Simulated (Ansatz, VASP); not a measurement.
Two plane-wave programs on C

```
CELL_PARAMETERS angstrom
2.50517 0.00000 0.00000
-1.25259 2.16954 0.00000
0.00000 0.00000 8.18182
ATOMIC_POSITIONS crystal
C 0.66667 0.33333 0.84375
C 0.33333 0.66667 0.34375
C 0.66667 0.33333 0.65625
C 0.33333 0.66667 0.15625
C 0.00000 0.00000 0.90625
C 0.00000 0.00000 0.40625
C 0.00000 0.00000 0.59375
C 0.00000 0.00000 0.09375
```

Alike in both runs: task single point; functional r2SCAN; dispersion D4; k mesh 12 × 12 × 4; occupations fermi-dirac, width 0.05 eV; no spin polarisation.

|  | VASP | Ansatz |
| --- | --- | --- |
| version | VASP 6.6.1 | Ansatz 0.2.0 |
| potentials or method | VASP PAW PBE potentials, release 64 (C) | Ansatz PAW |
| plane-wave cutoff (eV) | 520 | 500 |
| valence electrons in the cell | 32 | 32 |

VASP gave:

| Item | Value |
| --- | --- |
| gap on the k mesh at the Fermi level (eV) | 4.67 |
| least direct gap on the mesh (eV) | 5.45 |
| pressure (GPa) | 6.4 |
| traceless stress, the component that is largest in VASP (GPa) | 9.22 |
| rms of the force components (eV/Å) | 0.207 |

Task: Estimate Ansatz's values.

Result: gap on the k mesh at the Fermi level (eV): 4.70; least direct gap on the mesh (eV): 5.49; pressure (GPa): 5.2; traceless stress, the component that is largest in VASP (GPa): 9.19; rms of the force components (eV/Å): 0.206.

VASP's potentials were made for PBE, not for r2SCAN. Atom by atom the forces differ by 0.001 eV/Å (rms over components).
